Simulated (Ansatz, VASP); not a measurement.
# Two plane-wave programs on In2BiSb

```xyz
4
Lattice="4.6811 0.0000 0.0000 0.0000 4.6811 0.0000 0.0000 0.0000 6.5874" Properties=species:S:1:pos:R:3 pbc="T T T"
Sb    0.0000    0.0000    0.0000
In    0.0000    2.3406    4.9858
In    2.3406    0.0000    1.6015
Bi    2.3406    2.3406    3.2937
```

Alike in both runs: task single point; functional PBE; k mesh 4 × 4 × 4; occupations fermi-dirac, width 0.02 eV; no spin polarisation.

|  | VASP | Ansatz |
| --- | --- | --- |
| version | VASP 6.6.1 | Ansatz 0.2.0 |
| potentials or method | VASP PAW PBE potentials, release 64 (Sb, In_d, Bi_d) | plane waves, PAW |
| plane-wave cutoff (eV) | 520 | 420 |
| valence electrons in the cell | 46 | 56 |

```tsv
	VASP	Ansatz	Ansatz less VASP
pressure (GPa)	2.5	2.5	+0.02
rms of the force components (eV/Å)	0.003	0.002	-0.0010
```

With one functional, cell and mesh, what is left measures potentials, basis and numerics. VASP's potentials hold 46 valence electrons a cell and Ansatz's 56, so a difference there can come from the potentials and not from the codes.

Spin-orbit coupling is off throughout.
